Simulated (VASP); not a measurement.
A run of VASP 6.6.1 is set up as follows.

The input POSCAR:

```
Al3Cu
1.0
    2.6905674370      0.0000000000      0.0000000000
    0.0000000000      2.6905674370      0.0000000000
    0.0000000000      0.0000000000      7.7057410607
Al Cu
3 1
Direct
    0.0000000000      0.0000000000      0.5000000000
    0.5000000000      0.5000000000      0.2226430005
    0.5000000000      0.5000000000      0.7773569995
    0.0000000000      0.0000000000      0.0000000000
```

File INCAR.step1:

```
PREC = Accurate ; ENCUT = 520
ISMEAR = 0 ; SIGMA = 0.15
LREAL = F ; LASPH = T
NELM = 60 ; NBANDS = 18
GGA = PE ; ALGO = Normal
EDIFF = 1E-4 ; LWAVE = T
LCHARG = F
```

INCAR.step2

```
PREC = Accurate ; ENCUT = 520
EDIFF = 1E-6 ; ISMEAR = 0
SIGMA = 0.15 ; LREAL = F
LASPH = T ; NELM = 60
ALGO = Normal ; ISIF = 2
LWAVE = F ; LCHARG = F
METAGGA = R2SCAN ; LMIXTAU = T
NBANDS = 18 ; ISTART = 1
```

File KPOINTS:

```
regular mesh
0
Gamma
  18 18 6
```

Potentials or basis: VASP PAW PBE potentials, release 64 (Al, Cu).

Launch:

```sh
$ cat potpaw_PBE.64/Al/POTCAR potpaw_PBE.64/Cu/POTCAR > POTCAR
$ cp INCAR.step1 INCAR
$ mpirun -np 1 vasp_std > vasp.out
$ cp INCAR.step2 INCAR
$ mpirun -np 1 vasp_std > vasp.out
```

Task: What does it give for the band gap on the k mesh?

Result: Zero (bands 10 and 11 overlap by 5.84 eV).

Task: What does it give for the pressure?

Result: 5.7 GPa.

Task: Predict the largest force.

Result: 0.252 eV/Å.

Stress tensor (GPa, compression positive):
```
 8.78  0.00  0.00
 0.00  8.78  0.00
 0.00  0.00 -0.51
```

Caveat: the cell differs from its parent crystal (strain -0.030 along x and y, +0.015 along z); the cell stands under pressure; the PAW data sets were made with another functional, which shifts forces and pressure a little.
